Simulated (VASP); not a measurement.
Here is a VASP 6.6.1 calculation.

INCAR

```
PREC     = Accurate       # precision mode
ENCUT    = 600            # plane-wave cutoff, eV
EDIFF    = 1E-6           # SCF threshold, eV
ISMEAR   = -1             # smearing method
SIGMA    = 0.08           # smearing width, eV
LREAL    = False          # projectors in reciprocal space
LASPH    = True           # aspherical terms in the spheres
NELM     = 80             # most SCF steps
ALGO     = Normal         # electronic algorithm
ISIF     = 3              # what is computed and relaxed
LWAVE    = False          # write WAVECAR
LCHARG   = False          # write CHGCAR
GGA      = PE             # functional
IBRION   = 2              # ionic algorithm
NSW      = 60             # ionic steps
EDIFFG   = -0.005         # ionic threshold
```

KPOINTS

```
Automatic mesh
0
Gamma
  14 14 14
```

POSCAR

```
AlNi
1.0
    0.0000000000      2.4244436911      2.4244436911
    2.4244436911      0.0000000000      2.4244436911
    2.4244436911      2.4244436911      0.0000000000
Ni Al
1 1
Direct
    0.0000000000      0.0000000000      0.0000000000
    0.5000000000      0.5000000000      0.5000000000
```

Potentials or basis: VASP PAW PBE potentials, release 64 (Ni, Al).

Launch:

```bash
$ cat potpaw_PBE.64/Ni/POTCAR potpaw_PBE.64/Al/POTCAR > POTCAR
$ mpirun -np 1 vasp_std > vasp.out
```

**Question.** What does it give for the relaxed cell?

**Answer.** a = 3.435 Å, b = 3.435 Å, c = 3.435 Å, α = 60.00°, β = 60.00°, γ = 60.00°.

**Question.** Estimate the space group after relaxing (to 0.1 Å).

**Answer.** Fm-3m (No. 225).

**Question.** Estimate the relaxed volume.

**Answer.** 14.33 Å³/atom.

Final structure:
```yaml
crystal:
  lattice:
    - [0.00000, 2.42918, 2.42918]
    - [2.42918, 0.00000, 2.42918]
    - [2.42918, 2.42918, 0.00000]
  atoms:
    - { symbol: Ni, position: [0.00000, 0.00000, 0.00000] }
    - { symbol: Al, position: [0.50000, 0.50000, 0.50000] }
```

Spin polarisation is off, so any magnetic state and its effect on volume and gap are missing.
